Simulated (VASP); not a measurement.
# Al2Au (Fm-3m) in VASP: notebook

Runs on Al2Au. Level: LDA. Tasks: electric field gradients.

Program: VASP 6.6.1. These are calculated values, not measurements. Logs are shortened: lines on timing, memory, paths and dates and some standing lists are left out, and cuts for length are marked.

**1. The cell of the first run**

It takes space group Fm-3m (No. 225, cubic). The conventional cell has a = 6.020 Å, b = 6.020 Å, c = 6.020 Å, α = 90.00°, β = 90.00°, γ = 90.00°. Within 3.4 Å of Al (site symmetry -43m) lie 4 Au at 2.61 Å and 6 Al at 3.01 Å. Within 3.4 Å of Au (site symmetry m-3m) lie 8 Al at 2.61 Å.

**2. Electric field gradients, LDA (volume scaled by 1.01)**

Contents of INCAR:

```
SYSTEM = Al2Au
PREC = Accurate
ENCUT = 520
EDIFF = 1E-8
ISMEAR = -1
SIGMA = 0.05
LREAL = .False.
LASPH = .True.
NELM = 80
ALGO = Normal
ISIF = 2
LWAVE = .False.
LCHARG = .False.
GGA = CA
LEFG = .True.
NBANDS = 16
```

Contents of KPOINTS:

```
regular mesh
0
Gamma
  11 11 11
  0 0 0
```

Contents of POSCAR:

```
Al2Au
1.0
    0.0000000000      3.0099668506      3.0099668506
    3.0099668506      0.0000000000      3.0099668506
    3.0099668506      3.0099668506      0.0000000000
Al Au
2 1
Direct
    0.2500000000      0.2500000000      0.2500000000
    0.7500000000      0.7500000000      0.7500000000
    0.0000000000      0.0000000000      0.0000000000
```

Potentials or basis: VASP PAW LDA potentials, release 64 (Al, Au).

Launch:

```sh
$ cat potpaw_LDA.64/Al/POTCAR potpaw_LDA.64/Au/POTCAR > POTCAR
$ mpirun -np 1 vasp_std > vasp.out
```

OUTCAR:

```text
SYSTEM = Al2Au
   PREC = Accurate
   ENCUT = 520
   EDIFF = 1E-8
   ISMEAR = -1
   LREAL = .False.
   LASPH = .True.
   NELM = 80
   ISIF = 2
   GGA = CA

 ion  position               nearest neighbor table
   1  0.250  0.250  0.250-   3 2.61   3 2.61   3 2.61   3 2.61   2 3.01   2 3.01   2 3.01   2 3.01
                             2 3.01   2 3.01
   2  0.750  0.750  0.750-   3 2.61   3 2.61   3 2.61   3 2.61   1 3.01   1 3.01   1 3.01   1 3.01
                             1 3.01   1 3.01
   3  0.000  0.000  0.000-   2 2.61   2 2.61   2 2.61   1 2.61   2 2.61   1 2.61   1 2.61   1 2.61

  LATTYP: Found a face centered cubic cell.
 ALAT       =     6.0199337012

  Lattice vectors:

 A1 = (   0.0000000000,   3.0099668506,   3.0099668506)
 A2 = (   3.0099668506,   0.0000000000,   3.0099668506)
 A3 = (   3.0099668506,   3.0099668506,   0.0000000000)

Analysis of symmetry for initial positions (statically):
=====================================================================
 Subroutine PRICEL returns:
 Original cell was already a primitive cell.

 Routine SETGRP: Setting up the symmetry group for a
 face centered cubic supercell.

 Subroutine GETGRP returns: Found 48 space group operations
 (whereof 48 operations were pure point group operations)
 out of a pool of 48 trial point group operations.

The static configuration has the point symmetry O_h .

Analysis of symmetry for dynamics (positions and initial velocities):
=====================================================================
 Subroutine PRICEL returns:
 Original cell was already a primitive cell.

 Routine SETGRP: Setting up the symmetry group for a
 face centered cubic supercell.

 Subroutine GETGRP returns: Found 48 space group operations
 (whereof 48 operations were pure point group operations)
 out of a pool of 48 trial point group operations.

The dynamic configuration has the point symmetry O_h .

 Subroutine INISYM returns: Found 48 space group operations
 (whereof 48 operations are pure point group operations),
 and found     1 'primitive' translations

----------------------------------------------------------------------------------------

                                     Primitive cell

  volume of cell :      54.5400

  direct lattice vectors                    reciprocal lattice vectors
     0.000000000  3.009966851  3.009966851    -0.166114786  0.166114786  0.166114786
     3.009966851  0.000000000  3.009966851     0.166114786 -0.166114786  0.166114786
     3.009966851  3.009966851  0.000000000     0.166114786  0.166114786 -0.166114786

  length of vectors
     4.256735942  4.256735942  4.256735942     0.287719250  0.287719250  0.287719250

  position of ions in fractional coordinates (direct lattice)
     0.250000000  0.250000000  0.250000000
     0.750000000  0.750000000  0.750000000
     0.000000000  0.000000000  0.000000000

  ion indices of the primitive-cell ions
   primitive index   ion index
                 1           1
                 2           2
                 3           3

----------------------------------------------------------------------------------------

 KPOINTS: regular mesh

Automatic generation of k-mesh.
 Grid dimensions read from file:
 generate k-points for:   11   11   11

 Generating k-lattice:

  Cartesian coordinates                     Fractional coordinates (reciprocal lattice)
    -0.015101344  0.015101344  0.015101344     0.090909091  0.000000000  0.000000000
     0.015101344 -0.015101344  0.015101344     0.000000000  0.090909091  0.000000000
     0.015101344  0.015101344 -0.015101344     0.000000000  0.000000000  0.090909091

  Length of vectors
     0.026156295  0.026156295  0.026156295

  Shift w.r.t. Gamma in fractional coordinates (k-lattice)
     0.000000000  0.000000000  0.000000000

 Subroutine IBZKPT returns following result:
 ===========================================

 Found     56 irreducible k-points:

 Following reciprocal coordinates:
            Coordinates               Weight
  0.000000  0.000000  0.000000      1.000000
  0.090909  0.000000  0.000000      8.000000
  0.181818  0.000000  0.000000      8.000000
  0.272727  0.000000  0.000000      8.000000
  0.363636  0.000000  0.000000      8.000000
  0.454545  0.000000  0.000000      8.000000
[... 16 lines left out ...]
 -0.272727  0.181818  0.000000     24.000000
 -0.181818  0.181818  0.000000     12.000000
 [... further k-points ...]
   k-points           NKPTS =     56   k-points in BZ     NKDIM =     56   number of bands    NBANDS=     16
   number of dos      NEDOS =    301   number of ions     NIONS =      3
   total plane-waves  NPLWV =  32768
   dimension x,y,z NGX =    32 NGY =   32 NGZ =   32
   dimension x,y,z NGXF=    64 NGYF=   64 NGZF=   64
   ions per type =               2   1
   NGX,Y,Z   is equivalent  to a cutoff of  12.50, 12.50, 12.50 a.u.
   NGXF,Y,Z  is equivalent  to a cutoff of  25.00, 25.00, 25.00 a.u.
 SYSTEM =  Al2Au
   PREC   = accura    normal or accurate (medium, high low for compatibility)
   ISTART =      0    job   : 0-new  1-cont  2-samecut
   ICHARG =      2    charge: 1-file 2-atom 10-const
   ISPIN  =      1    spin polarized calculation?
   LNONCOLLINEAR =      F non collinear calculations
   LSORBIT =      F    spin-orbit coupling
   LASPH  =      T    aspherical Exc in radial PAW
   ENCUT  =  520.0 eV  38.22 Ry    6.18 a.u.   7.91  7.91  7.91*2*pi/ulx,y,z
   NELM   =     80;   NELMIN=  2; NELMDL= -5     # of ELM steps
   EDIFF  = 0.1E-07   stopping-criterion for ELM
   LREAL  =      F    real-space projection
   EDIFFG = 0.1E-06   stopping-criterion for IOM
   NSW    =      0    number of steps for IOM
   IBRION =     -1    ionic relax: 0-MD 1-quasi-New 2-CG
   NFREE  =      0    steps in history (QN), initial steepest desc. (CG)
   ISIF   =      2    stress and relaxation
   ISYM   =      2    0-nonsym 1-usesym 2-fastsym
   POTIM  = 0.5000    time-step for ionic-motion
   TEBEG  =    0.0;   TEEND  =   0.0 temperature during run
   PSTRESS=    0.0 pullay stress
   NELECT =      17.0000    total number of electrons
   NUPDOWN=      -1.0000    fix difference up-down
   EMIN   =  10.00;   EMAX   =-10.00  energy-range for DOS
   EFERMI =   0.00;   METHOD = LEGACY
   ISMEAR =    -1;   SIGMA  =   0.05  broadening in eV -4-tet -1-fermi 0-gaus
   EFERMI_NEDOS =   21; number of points for ismear=-14 and -15
   IALGO  =     38    algorithm
   IMIX   =      4    mixing-type and parameters
     AMIX     =   0.40;   BMIX     =  1.00
     AMIX_MAG =   1.60;   BMIX_MAG =  1.00
  volume/ion in A,a.u.               =      18.18       122.68
  Fermi-wavevector in a.u.,A,eV,Ry     =   1.109991  2.097579 16.763464  1.232080
  Thomas-Fermi vector in A             =   2.246537
   LORBIT       =      0    0 simple, 1 ext, 2 COOP (PROOUT), +10 PAW based schemes
   GGA     = CA    functional components
   LHFCALC =     F    Hartree Fock is set to
   AEXX    =    0.0000 exact exchange contribution
   IVDW    =     0    specifies the selected vdW correction
   LEPSILON=     F    determine dielectric tensor
   LRPA    =     F    only Hartree local field effects (RPA)
 non-spin polarized calculation
  energy-cutoff  :      520.00
  volume of cell :       54.54
 maximum number of plane-waves:      1480
   NGX = 15   NGY = 15   NGZ = 15

 number of electron      17.0000001 magnetization

 Free energy of the ion-electron system (eV)
  ---------------------------------------------------
  ext. energy  EPLUGINS =         0.00000000
  ---------------------------------------------------
  free energy    TOTEN  =       -14.27208677 eV

  energy without entropy =      -14.26346920  energy(sigma->0) =      -14.26777798

 E-fermi :   7.5230     XC(G=0): -10.6727

 val. band max:        7.5135989220   @ k =  -0.2727   0.2727   0.0000
 cond. band min:       7.5485500507   @ k =   0.4545   0.0909   0.0000
 fundamental gap:      0.0349511288
 Fermi energy:         7.5229608556

 k-point     1 :       0.0000    0.0000    0.0000
  band No.  band energies     occupation
      1      -2.9917      2.00000
      2       0.9102      2.00000
      3       0.9102      2.00000
      4       0.9102      2.00000
      5       1.8651      2.00000
      6       1.8651      2.00000
[... 8 lines left out ...]
     15      13.1494      0.00000
     16      13.1494      0.00000
[... 419 lines left out ...]
 k-point    24 :      -0.1818    0.1818    0.0000
  band No.  band energies     occupation
      1      -1.8947      2.00000
      2       0.6261      2.00000
      3       1.1301      2.00000
      4       1.1522      2.00000
      5       1.7545      2.00000
      6       1.9620      2.00000
[... 8 lines left out ...]
     15      14.4029      0.00000
     16      16.3523      0.00000

 [... further k-points ...]
[... 5 lines left out ...]
  --------------------------------------------------------------------------------------
  -------------------------------------------------------------------------------------
  Total       -1.1545591     -1.1545591     -1.1545591      0.0000000     -0.0000000     -0.0000000
  in kB      -33.9165446    -33.9165446    -33.9165446      0.0000000     -0.0000000     -0.0000000
  external PRESSURE =     -33.9165446 kB  Pullay stress =       0.0000000 kB

 VOLUME and BASIS-vectors are now :
 -----------------------------------------------------------------------------
  energy-cutoff  :      520.00
  volume of cell :       54.54
      direct lattice vectors                 reciprocal lattice vectors
     0.000000000  3.009966851  3.009966851    -0.166114786  0.166114786  0.166114786
     3.009966851  0.000000000  3.009966851     0.166114786 -0.166114786  0.166114786
     3.009966851  3.009966851  0.000000000     0.166114786  0.166114786 -0.166114786

 POSITION                                       TOTAL-FORCE (eV/Angst)
 -----------------------------------------------------------------------------------
      1.50498      1.50498      1.50498         0.000000      0.000000      0.000000
      4.51495      4.51495      4.51495        -0.000000     -0.000000     -0.000000
      0.00000      0.00000      0.00000        -0.000000     -0.000000      0.000000
 -----------------------------------------------------------------------------------
    total drift:                                0.000000     -0.000000      0.000000

  FREE ENERGIE OF THE ION-ELECTRON SYSTEM (eV)
  ---------------------------------------------------
  free  energy   TOTEN  =       -14.2720867712 eV

  energy  without entropy=      -14.2634691954  energy(sigma->0) =      -14.26777798

 Electric field gradients (V/A^2)
---------------------------------------------------------------------
 ion       V_xx      V_yy      V_zz      V_xy      V_xz      V_yz
---------------------------------------------------------------------
   1      -0.000    -0.000    -0.000     0.000     0.000     0.000
   2       0.000    -0.000    -0.000     0.000     0.000     0.000
   3      -0.000    -0.000     0.000     0.000     0.000     0.000
---------------------------------------------------------------------

 Electric field gradients after diagonalization (V/A^2)
 (convention: |V_zz| > |V_xx| > |V_yy|)
----------------------------------------------------------------------
 ion       V_xx      V_yy      V_zz     asymmetry (V_yy - V_xx)/ V_zz
----------------------------------------------------------------------
   1      -0.000    -0.000     0.000       0.000
   2      -0.000    -0.000     0.000       0.000
   3      -0.000    -0.000     0.000       0.000
----------------------------------------------------------------------

           NMR quadrupolar parameters

 Cq : quadrupolar parameter    Cq=e*Q*V_zz/h
 eta: asymmetry parameters     (V_yy - V_xx)/ V_zz
 Q  : nuclear electric quadrupole moment in mb (millibarn)
----------------------------------------------------------------------
 ion       Cq(MHz)       eta       Q (mb)
----------------------------------------------------------------------
   1       0.000       0.000       1.000
   2       0.000       0.000       1.000
   3       0.000       0.000       1.000
----------------------------------------------------------------------
```

Run time: 39 s. Hardware: 1 thread of AMD EPYC 7R43 (Zen 3), shared host; peak memory 0.14 GiB.

Results:

| Property | Result |
| --- | --- |
| Free energy | -14.2721 eV |
| Pressure | -3.4 GPa |

Levels at points of the mesh, in eV from the Fermi level:
```csv
k point,band 7,band 8,band 9,band 10,band 11,band 12
"(0.00, 0.00, 0.00)",2.00,2.90,2.90,2.90,3.83,3.83
```

Caveat: without QUAD_EFG the Cq values of the log hold for a quadrupole moment of 1 mb, not for the nuclei; spin-orbit coupling is left out, which moves the levels of the heavy elements.

(Continued in part 2 of 2.)
